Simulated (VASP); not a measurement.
Set up this calculation in VASP 6.6.1, as the native input.

- Task: single point
- Functional: PBE
- Dispersion: D3(BJ)
- Potentials or basis: VASP PAW PBE potentials, release 64 (Al, F, Rb_sv, Ca_sv)
- Cutoff: 520 eV
- k mesh: 4 × 4 × 4
- Occupations: fermi-dirac, width 0.0821 eV
- Spin: no spin polarisation
- Dipole correction: no
- Further INCAR settings: ALGO = Normal; EDIFF = 1e-06; NBANDS = 48

The structure of Rb2CaAlF6 lies in POSCAR:

```
Rb2CaAlF6
1.0
    0.0000000000      4.4416210000      4.4416210000
    4.4416210000      0.0000000000      4.4416210000
    4.4416210000      4.4416210000      0.0000000000
Al F Rb Ca
1 6 2 1
Direct
    0.0000000000      0.0000000000      0.0000000000
    0.7843000000      0.2157000000      0.2157000000
    0.2157000000      0.7843000000      0.2157000000
    0.2157000000      0.7843000000      0.7843000000
    0.7843000000      0.2157000000      0.7843000000
    0.2157000000      0.2157000000      0.7843000000
    0.7843000000      0.7843000000      0.2157000000
    0.2500000000      0.2500000000      0.2500000000
    0.7500000000      0.7500000000      0.7500000000
    0.5000000000      0.5000000000      0.5000000000
```

One way to write it, as run:

INCAR

```
SYSTEM = Rb2CaAlF6
PREC     = Accurate       ! precision mode
ENCUT    = 520            ! plane-wave cutoff, eV
EDIFF    = 1E-6           ! SCF threshold, eV
ISMEAR   = -1             ! smearing method
SIGMA    = 0.0821         ! smearing width, eV
LREAL    = .FALSE.        ! projectors in reciprocal space
LASPH    = .TRUE.         ! aspherical terms in the spheres
NELM     = 60             ! most SCF steps
ALGO     = Normal         ! electronic algorithm
ISIF     = 2              ! what is computed and relaxed
LWAVE    = .FALSE.        ! write WAVECAR
LCHARG   = .TRUE.         ! write CHGCAR
GGA      = PE             ! functional
IVDW     = 12             ! dispersion correction
LELF     = .TRUE.         ! ELF
LVHAR    = .TRUE.       
NBANDS   = 48             ! bands
```

KPOINTS

```
Automatic mesh
0
G
  4 4 4
  0 0 0
```

Potentials or basis: VASP PAW PBE potentials, release 64 (Al, F, Rb_sv, Ca_sv).

Launch:

```sh
$ cat potpaw_PBE.64/Al/POTCAR potpaw_PBE.64/F/POTCAR potpaw_PBE.64/Rb_sv/POTCAR potpaw_PBE.64/Ca_sv/POTCAR > POTCAR
$ mpirun -np 1 vasp_std > vasp.out
```

It gave:

* Pressure: -3.2 GPa
* Largest force: 0.074 eV/Å
* Band gap on the k mesh: zero (an odd number of electrons rules out a gap without spin polarisation)
* Dispersion energy per atom: -0.135 eV

Caveat: three body term missing; the cell stands under tension; an odd number of electrons without spin polarisation forces a metal; a magnetic or distorted state may lie lower.

It took 100 s on 1 thread of AMD EPYC 7R43 64-Core Processor (Zen 3), with other jobs on the host, peak memory 0.31 GiB.
